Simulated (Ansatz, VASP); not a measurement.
## Two plane-wave programs on TaSi2

```
Ta Si
1.0
     4.80436    0.00000    0.00000
    -2.40218    4.16070    0.00000
     0.00000    0.00000    6.60793
Ta Si
3 6
Direct
  0.50000 0.00000 0.50000
  0.50000 0.50000 0.83333
  0.00000 0.50000 0.16667
  0.15929 0.31858 0.50000
  0.84071 0.15929 0.83333
  0.68142 0.84071 0.16667
  0.84071 0.68142 0.50000
  0.15929 0.84071 0.83333
  0.31858 0.15929 0.16667
```

Alike in both runs: functional PBE; k mesh 6 × 6 × 4; occupations gaussian, width 0.1 eV; no spin polarisation.

Ansatz relaxed the structure, and its values are those at the end. VASP's run is a single point on that final structure, the one shown.

```csv
,VASP,Ansatz
version,VASP 6.6.1,Ansatz 0.2.0
potentials or method,"VASP PAW PBE potentials, release 64 (Ta_pv, Si), cutoff 520 eV","scalar-relativistic, plane waves, PAW"
valence electrons in the cell,57,63
```

```csv
,VASP,Ansatz,Ansatz less VASP
gap on the k mesh at the Fermi level (eV),none,none,-
pressure (GPa),-0.1,-0.2,-0.09
rms of the force components (eV/Å),0.004,0.002,-0.0019
```

A gap of «none» marks a metal or a gap that the smearing closes. The functional is the same, so the differences come from potentials, cutoffs and numerics. VASP's potentials hold 57 valence electrons a cell and Ansatz's 63, so a difference there can come from the potentials and not from the codes.

Spin-orbit coupling is off throughout.
